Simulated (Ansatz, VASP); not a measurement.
## One calculation of Ti, two programs

The input INCAR:

```
SYSTEM = Ti
ALGO     = Normal         ! electronic algorithm
EDIFF    = 1E-7           ! SCF threshold, eV
EDIFFG   = -0.01          ! ionic threshold
ENCUT    = 600            ! plane-wave cutoff, eV
GGA      = PS             ! functional
IBRION   = 2              ! ionic algorithm
ISIF     = 3              ! what is computed and relaxed
ISMEAR   = -1             ! smearing method
LASPH    = .True.         ! aspherical terms in the spheres
LCHARG   = .False.        ! write CHGCAR
LREAL    = .False.        ! projectors in reciprocal space
LWAVE    = .False.        ! write WAVECAR
NELM     = 80             ! most SCF steps
NSW      = 60             ! ionic steps
PREC     = Accurate       ! precision mode
SIGMA    = 0.05           ! smearing width, eV
```

KPOINTS

```
k-points
0
Gamma
  10 10 6
  0 0 0
```

POSCAR

```
Ti
1.0
    2.9500000000      0.0000000000      0.0000000000
   -1.4750000000      2.5547749412      0.0000000000
    0.0000000000      0.0000000000      4.6800000000
Ti
2
Direct
    0.6666666667      0.3333333333      0.7500000000
    0.3333333333      0.6666666667      0.2500000000
```

Contents of input.yaml:

```yaml
crystal:
  lattice:
    - [2.95, 0.0, 0.0]
    - [-1.475, 2.5547749412, 0.0]
    - [0.0, 0.0, 4.68]
  atoms:
    - { symbol: Ti, position: [0.6666666667, 0.3333333333, 0.75] }
    - { symbol: Ti, position: [0.3333333333, 0.6666666667, 0.25] }
hamiltonian:
  xc: pbesol
  pseudopotentials: { kind: paw }
kpoints:
  mp_grid: { grid: [10, 10, 6] }
scf:
  occupations: { method: fermi_dirac, width: 0.05 }
output:
  forces: true
  stress: true
  eigenvalues: true
relax:
  f_tol: 0.01
  max_steps: 40
  cell: { stress_tol: 0.05 }
```

Alike in both runs: task relaxation of cell and atoms; functional PBEsol; k mesh 10 × 10 × 6; occupations fermi-dirac, width 0.05 eV; no spin polarisation.

```csv
,VASP,Ansatz
version,VASP 6.6.1,Ansatz 0.2.0
potentials or method,"VASP PAW PBE potentials, release 64 (Ti_sv)",Ansatz PAW
plane-wave cutoff (eV),600,420
valence electrons in the cell,24,24
```

Ansatz gave:

| Item | Value |
| --- | --- |
| gap on the k mesh at the Fermi level, each at its own relaxed structure (eV) | none |
| relaxed volume (Å³/atom) | 16.73 |
| relaxed length of the cell vector where the two differ most in proportion (Å) | 4.580 |

Q: Which values does VASP return?

A: gap on the k mesh at the Fermi level, each at its own relaxed structure (eV): none; relaxed volume (Å³/atom): 16.68; relaxed length of the cell vector where the two differ most in proportion (Å): 4.575.

VASP's potentials were made for PBE, not for PBEsol. A gap of «none» marks a metal or a gap that the smearing closes.

Noted on Ansatz's run: the plane-wave basis is chosen anew once the cell has moved, so the energies of steps on either side of that aren't comparable.
